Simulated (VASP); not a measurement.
# PbSe (Fm-3m) in VASP: notebook

PbSe is run at these levels: PBEsol; tasks: single point.

All numbers are computed with VASP 6.6.1; they aren't measurements. Logs are shortened: lines on timing, memory, paths and dates and some standing lists are left out, and cuts for length are marked.

## 1. The cell of the first run

It takes space group Fm-3m (No. 225, cubic). The conventional cell has a = 5.736 Å, b = 5.736 Å, c = 5.736 Å, α = 90.00°, β = 90.00°, γ = 90.00°. Within 3.8 Å of Pb (site symmetry m-3m) lie 6 Se at 2.87 Å. Within 3.8 Å of Se (site symmetry m-3m) lie 6 Pb at 2.87 Å.

## 2. Single point, PBEsol

File INCAR:

```
  ALGO = Normal
  EDIFF = 1E-7
  ENCUT = 520
  GGA = PS
  ISIF = 2
  ISMEAR = 0
  LASPH = True
  LCHARG = False
  LREAL = False
  LWAVE = False
  NBANDS = 17
  NELM = 80
  PREC = Accurate
  SIGMA = 0.01
```

File KPOINTS:

```
k-points
0
Gamma
  14 14 14
```

File POSCAR:

```
PbSe
1.0
    0.0000000000      2.8681189491      2.8681189491
    2.8681189491      0.0000000000      2.8681189491
    2.8681189491      2.8681189491      0.0000000000
Pb Se
1 1
Direct
    0.0000000000      0.0000000000      0.0000000000
    0.5000000000      0.5000000000      0.5000000000
```

Potentials or basis: VASP PAW PBE potentials, release 64 (Pb_d, Se).

Command:

```console
$ cat potpaw_PBE.64/Pb_d/POTCAR potpaw_PBE.64/Se/POTCAR > POTCAR
$ mpirun -np 1 vasp_std > vasp.out
```

OUTCAR:

```text
EDIFF = 1E-7
   ENCUT = 520
   GGA = PS
   ISIF = 2
   ISMEAR = 0
   LASPH = True
   LREAL = False
   NELM = 80
   PREC = Accurate

 ion  position               nearest neighbor table
   1  0.000  0.000  0.000-   2 2.87   2 2.87   2 2.87   2 2.87   2 2.87   2 2.87
   2  0.500  0.500  0.500-   1 2.87   1 2.87   1 2.87   1 2.87   1 2.87   1 2.87

  LATTYP: Found a face centered cubic cell.
 ALAT       =     5.7362378982

  Lattice vectors:

 A1 = (   0.0000000000,   2.8681189491,   2.8681189491)
 A2 = (   2.8681189491,   0.0000000000,   2.8681189491)
 A3 = (   2.8681189491,   2.8681189491,   0.0000000000)

Analysis of symmetry for initial positions (statically):
=====================================================================
 Subroutine PRICEL returns:
 Original cell was already a primitive cell.

 Routine SETGRP: Setting up the symmetry group for a
 face centered cubic supercell.

 Subroutine GETGRP returns: Found 48 space group operations
 (whereof 48 operations were pure point group operations)
 out of a pool of 48 trial point group operations.

The static configuration has the point symmetry O_h .

Analysis of symmetry for dynamics (positions and initial velocities):
=====================================================================
 Subroutine PRICEL returns:
 Original cell was already a primitive cell.

 Routine SETGRP: Setting up the symmetry group for a
 face centered cubic supercell.

 Subroutine GETGRP returns: Found 48 space group operations
 (whereof 48 operations were pure point group operations)
 out of a pool of 48 trial point group operations.

The dynamic configuration has the point symmetry O_h .

 Subroutine INISYM returns: Found 48 space group operations
 (whereof 48 operations are pure point group operations),
 and found     1 'primitive' translations

----------------------------------------------------------------------------------------

                                     Primitive cell

  volume of cell :      47.1869

  direct lattice vectors                    reciprocal lattice vectors
     0.000000000  2.868118949  2.868118949    -0.174330287  0.174330287  0.174330287
     2.868118949  0.000000000  2.868118949     0.174330287 -0.174330287  0.174330287
     2.868118949  2.868118949  0.000000000     0.174330287  0.174330287 -0.174330287

  length of vectors
     4.056132716  4.056132716  4.056132716     0.301948915  0.301948915  0.301948915

  position of ions in fractional coordinates (direct lattice)
     0.000000000  0.000000000  0.000000000
     0.500000000  0.500000000  0.500000000

  ion indices of the primitive-cell ions
   primitive index   ion index
                 1           1
                 2           2

----------------------------------------------------------------------------------------

 KPOINTS: k-points

Automatic generation of k-mesh.
 Grid dimensions read from file:
 generate k-points for:   14   14   14

 Generating k-lattice:

  Cartesian coordinates                     Fractional coordinates (reciprocal lattice)
    -0.012452163  0.012452163  0.012452163     0.071428571  0.000000000  0.000000000
     0.012452163 -0.012452163  0.012452163     0.000000000  0.071428571  0.000000000
     0.012452163  0.012452163 -0.012452163     0.000000000  0.000000000  0.071428571

  Length of vectors
     0.021567780  0.021567780  0.021567780

  Shift w.r.t. Gamma in fractional coordinates (k-lattice)
     0.000000000  0.000000000  0.000000000

 Subroutine IBZKPT returns following result:
 ===========================================

 Found    104 irreducible k-points:

 Following reciprocal coordinates:
            Coordinates               Weight
  0.000000  0.000000  0.000000      1.000000
  0.071429  0.000000  0.000000      8.000000
  0.142857  0.000000  0.000000      8.000000
  0.214286  0.000000  0.000000      8.000000
  0.285714  0.000000  0.000000      8.000000
  0.357143  0.000000  0.000000      8.000000
[... 16 lines left out ...]
  0.214286  0.142857  0.000000     24.000000
  0.285714  0.142857  0.000000     24.000000
 [... further k-points ...]
   k-points           NKPTS =    104   k-points in BZ     NKDIM =    104   number of bands    NBANDS=     17
   number of dos      NEDOS =    301   number of ions     NIONS =      2
   total plane-waves  NPLWV =  27000
   dimension x,y,z NGX =    30 NGY =   30 NGZ =   30
   dimension x,y,z NGXF=    60 NGYF=   60 NGZF=   60
   ions per type =               1   1
   NGX,Y,Z   is equivalent  to a cutoff of  12.30, 12.30, 12.30 a.u.
   NGXF,Y,Z  is equivalent  to a cutoff of  24.59, 24.59, 24.59 a.u.
 SYSTEM =  unknown system
   PREC   = accura    normal or accurate (medium, high low for compatibility)
   ISTART =      0    job   : 0-new  1-cont  2-samecut
   ICHARG =      2    charge: 1-file 2-atom 10-const
   ISPIN  =      1    spin polarized calculation?
   LNONCOLLINEAR =      F non collinear calculations
   LSORBIT =      F    spin-orbit coupling
   LASPH  =      T    aspherical Exc in radial PAW
   ENCUT  =  520.0 eV  38.22 Ry    6.18 a.u.   7.54  7.54  7.54*2*pi/ulx,y,z
   NELM   =     80;   NELMIN=  2; NELMDL= -5     # of ELM steps
   EDIFF  = 0.1E-06   stopping-criterion for ELM
   LREAL  =      F    real-space projection
   EDIFFG = 0.1E-05   stopping-criterion for IOM
   NSW    =      0    number of steps for IOM
   IBRION =     -1    ionic relax: 0-MD 1-quasi-New 2-CG
   NFREE  =      0    steps in history (QN), initial steepest desc. (CG)
   ISIF   =      2    stress and relaxation
   ISYM   =      2    0-nonsym 1-usesym 2-fastsym
   POTIM  = 0.5000    time-step for ionic-motion
   TEBEG  =    0.0;   TEEND  =   0.0 temperature during run
   PSTRESS=    0.0 pullay stress
   NELECT =      20.0000    total number of electrons
   NUPDOWN=      -1.0000    fix difference up-down
   EMIN   =  10.00;   EMAX   =-10.00  energy-range for DOS
   EFERMI =   0.00;   METHOD = LEGACY
   ISMEAR =     0;   SIGMA  =   0.01  broadening in eV -4-tet -1-fermi 0-gaus
   EFERMI_NEDOS =   21; number of points for ismear=-14 and -15
   IALGO  =     38    algorithm
   IMIX   =      4    mixing-type and parameters
     AMIX     =   0.40;   BMIX     =  1.00
     AMIX_MAG =   1.60;   BMIX_MAG =  1.00
  volume/ion in A,a.u.               =      23.59       159.22
  Fermi-wavevector in a.u.,A,eV,Ry     =   1.229734  2.323859 20.575335  1.512244
  Thomas-Fermi vector in A             =   2.364609
   LORBIT       =      0    0 simple, 1 ext, 2 COOP (PROOUT), +10 PAW based schemes
   GGA     = PS    functional components
   LHFCALC =     F    Hartree Fock is set to
   AEXX    =    0.0000 exact exchange contribution
   IVDW    =     0    specifies the selected vdW correction
   LEPSILON=     F    determine dielectric tensor
   LRPA    =     F    only Hartree local field effects (RPA)
 non-spin polarized calculation
 Gauss-broadening in eV      SIGMA  =   0.01
  energy-cutoff  :      520.00
  volume of cell :       47.19
 maximum number of plane-waves:      1295
   NGX = 15   NGY = 15   NGZ = 15

 number of electron      20.0000000 magnetization

 Free energy of the ion-electron system (eV)
  ---------------------------------------------------
  ext. energy  EPLUGINS =         0.00000000
  ---------------------------------------------------
  free energy    TOTEN  =        -8.53050784 eV

  energy without entropy =       -8.53050784  energy(sigma->0) =       -8.53050784

 E-fermi :   7.3144     XC(G=0): -10.6431

 val. band max:        7.2286024164   @ k =  -0.4286   0.0714   0.0000
 cond. band min:       7.6297451023   @ k =  -0.4286   0.0714   0.0000
 fundamental gap:      0.4011426859
 Fermi energy:         7.3144171461

 k-point     1 :       0.0000    0.0000    0.0000
  band No.  band energies     occupation
      1      -9.6520      2.00000
      2      -9.6520      2.00000
      3      -9.6406      2.00000
      4      -9.6406      2.00000
      5      -9.6406      2.00000
      6      -7.9202      2.00000
[... 9 lines left out ...]
     16      13.5562      0.00000
     17      14.8410      0.00000

 k-point     2 :       0.0714    0.0000    0.0000
  band No.  band energies     occupation
      1      -9.6543      2.00000
      2      -9.6543      2.00000
      3      -9.6405      2.00000
      4      -9.6378      2.00000
      5      -9.6378      2.00000
      6      -7.8661      2.00000
[... 9 lines left out ...]
     16      13.7312      0.00000
     17      15.5126      0.00000

 k-point     3 :       0.1429    0.0000    0.0000
  band No.  band energies     occupation
      1      -9.6622      2.00000
      2      -9.6622      2.00000
      3      -9.6405      2.00000
      4      -9.6286      2.00000
      5      -9.6286      2.00000
      6      -7.7065      2.00000
[... 9 lines left out ...]
     16      14.0972      0.00000
     17      16.8053      0.00000

 k-point     4 :       0.2143    0.0000    0.0000
  band No.  band energies     occupation
      1      -9.6744      2.00000
      2      -9.6744      2.00000
      3      -9.6409      2.00000
      4      -9.6145      2.00000
      5      -9.6145      2.00000
      6      -7.4502      2.00000
[... 9 lines left out ...]
     16      14.6239      0.00000
     17      18.3066      0.00000

 k-point     5 :       0.2857    0.0000    0.0000
  band No.  band energies     occupation
      1      -9.6879      2.00000
      2      -9.6879      2.00000
      3      -9.6420      2.00000
      4      -9.5987      2.00000
      5      -9.5987      2.00000
      6      -7.1178      2.00000
[... 9 lines left out ...]
     16      15.3145      0.00000
     17      19.8792      0.00000

 k-point     6 :       0.3571    0.0000    0.0000
  band No.  band energies     occupation
      1      -9.7001      2.00000
      2      -9.7001      2.00000
      3      -9.6433      2.00000
      4      -9.5843      2.00000
      5      -9.5843      2.00000
      6      -6.7515      2.00000
[... 9 lines left out ...]
     16      16.1430      0.00000
     17      20.1319      0.00000

 k-point     7 :       0.4286    0.0000    0.0000
  band No.  band energies     occupation
      1      -9.7085      2.00000
      2      -9.7085      2.00000
      3      -9.6443      2.00000
      4      -9.5742      2.00000
      5      -9.5742      2.00000
      6      -6.4359      2.00000
[... 9 lines left out ...]
     16      17.0166      0.00000
     17      18.9469      0.00000

 k-point     8 :       0.5000    0.0000    0.0000
  band No.  band energies     occupation
      1      -9.7116      2.00000
      2      -9.7116      2.00000
      3      -9.6447      2.00000
      4      -9.5706      2.00000
      5      -9.5706      2.00000
      6      -6.3036      2.00000
[... 9 lines left out ...]
     16      17.5177      0.00000
     17      18.1787      0.00000
[... 203 lines left out ...]
      1      -9.6839      2.00000
      2      -9.6798      2.00000
      3      -9.6407      2.00000
      4      -9.6139      2.00000
      5      -9.6042      2.00000
      6      -7.2946      2.00000
[... 9 lines left out ...]
     16      15.6400      0.00000
     17      18.4297      0.00000

 k-point    20 :      -0.1429    0.0714    0.0000
  band No.  band energies     occupation
      1      -9.6715      2.00000
      2      -9.6655      2.00000
      3      -9.6411      2.00000
      4      -9.6271      2.00000
      5      -9.6181      2.00000
      6      -7.5810      2.00000
[... 9 lines left out ...]
     16      14.9232      0.00000
     17      17.2966      0.00000

 k-point    21 :      -0.0714    0.0714    0.0000
  band No.  band energies     occupation
      1      -9.6613      2.00000
      2      -9.6561      2.00000
      3      -9.6412      2.00000
      4      -9.6353      2.00000
      5      -9.6301      2.00000
      6      -7.7758      2.00000
[... 9 lines left out ...]
     16      14.3095      0.00000
     17      16.2989      0.00000

 k-point    22 :       0.1429    0.1429    0.0000
  band No.  band energies     occupation
      1      -9.6917      2.00000
      2      -9.6488      2.00000
      3      -9.6443      2.00000
      4      -9.6237      2.00000
      5      -9.6237      2.00000
      6      -7.6211      2.00000
[... 9 lines left out ...]
     16      15.2517      0.00000
     17      16.8750      0.00000

 k-point    23 :       0.2143    0.1429    0.0000
  band No.  band energies     occupation
      1      -9.7162      2.00000
      2      -9.6510      2.00000
      3      -9.6463      2.00000
      4      -9.6152      2.00000
      5      -9.6111      2.00000
      6      -7.4182      2.00000
[... 9 lines left out ...]
     16      15.7631      0.00000
     17      17.5006      0.00000

 k-point    24 :       0.2857    0.1429    0.0000
  band No.  band energies     occupation
      1      -9.7393      2.00000
      2      -9.6555      2.00000
      3      -9.6498      2.00000
      4      -9.6069      2.00000
      5      -9.5948      2.00000
      6      -7.1272      2.00000
[... 9 lines left out ...]
     16      16.2998      0.00000
     17      18.7004      0.00000

 [... further k-points ...]

------------------------ aborting loop because EDIFF is reached ----------------------------------------

  FORCE on cell =-STRESS in cart. coord.  units (eV):
  Direction    XX          YY          ZZ          XY          YZ          ZX
  --------------------------------------------------------------------------------------
  -------------------------------------------------------------------------------------
  Total        4.4289801      4.4289801      4.4289801     -0.0000000      0.0000000     -0.0000000
  in kB      150.3809557    150.3809557    150.3809557     -0.0000000      0.0000000     -0.0000000
  external PRESSURE =     150.3809557 kB  Pullay stress =       0.0000000 kB

 VOLUME and BASIS-vectors are now :
 -----------------------------------------------------------------------------
  energy-cutoff  :      520.00
  volume of cell :       47.19
      direct lattice vectors                 reciprocal lattice vectors
     0.000000000  2.868118949  2.868118949    -0.174330287  0.174330287  0.174330287
     2.868118949  0.000000000  2.868118949     0.174330287 -0.174330287  0.174330287
     2.868118949  2.868118949  0.000000000     0.174330287  0.174330287 -0.174330287

 POSITION                                       TOTAL-FORCE (eV/Angst)
 -----------------------------------------------------------------------------------
      0.00000      0.00000      0.00000         0.000000     -0.000000      0.000000
      2.86812      2.86812      2.86812        -0.000000      0.000000     -0.000000
 -----------------------------------------------------------------------------------
    total drift:                               -0.000000      0.000000      0.000000

  FREE ENERGIE OF THE ION-ELECTRON SYSTEM (eV)
  ---------------------------------------------------
  free  energy   TOTEN  =        -8.5305078358 eV

  energy  without entropy=       -8.5305078358  energy(sigma->0) =       -8.53050784
```

Run time: 44 s. Hardware: 1 thread of Intel Xeon Platinum 8559C (Emerald Rapids), shared host; peak memory 0.22 GiB.

Results:

| Property | Result |
| --- | --- |
| Free energy | -8.5305 eV |
| Pressure | 15.0 GPa |
| Band gap on the k mesh | 0.40 eV |

Levels at points of the mesh, in eV from the valence-band top:
```
           k point  band 8  band 9  band 10  band 11  band 12  band 13
(0.00, 0.00, 0.00)   -2.49   -2.49    -2.49     5.44     5.44     5.44
(0.50, 0.00, 0.00)   -1.88   -1.88    -0.01     0.63     1.48     1.48
(0.50, 0.50, 0.00)   -6.48   -4.25    -4.25     3.02     6.71     6.71
```

Caveat: the cell stands under pressure; the PAW data sets were made with another functional, which shifts forces and pressure a little; spin-orbit coupling is left out, which moves the levels of the heavy elements. A k mesh can miss the band edges.

(Part 1 of 2 ends here.)
